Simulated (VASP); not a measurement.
Crystal: BN.

```
B N
1.0
     2.53600    0.00000    0.00000
    -1.26800    2.19624    0.00000
     0.00000    0.00000    4.19900
B N
2 2
Direct
  0.66667 0.33333 0.00000
  0.33333 0.66667 0.50000
  0.66667 0.33333 0.37500
  0.33333 0.66667 0.87500
```

Base run:

```yaml
Program: VASP 6.6.1
Functional: PBE
Potentials_or_basis: VASP PAW PBE potentials, release 64 (B, N)
Cutoff: 600 eV
k_mesh: 8 × 8 × 4
Occupations: gaussian, width 0.01 eV
Spin: no spin polarisation
```

Its results: band gap on the k mesh 5.52 eV, indirect (least direct gap 8.35 eV); pressure 8.0 GPa; largest force 0.057 eV/Å.

**Question.** The run is repeated on the same cell with these changes: k mesh from 8 × 8 × 4 to 3 × 3 × 2. What comes out?

**Answer.** Band gap on the k mesh 5.15 eV, indirect (least direct gap 8.38 eV); pressure 9.9 GPa; largest force 0.182 eV/Å.

Caveats: some runs use coarse meshes.

A k mesh can miss the band edges.
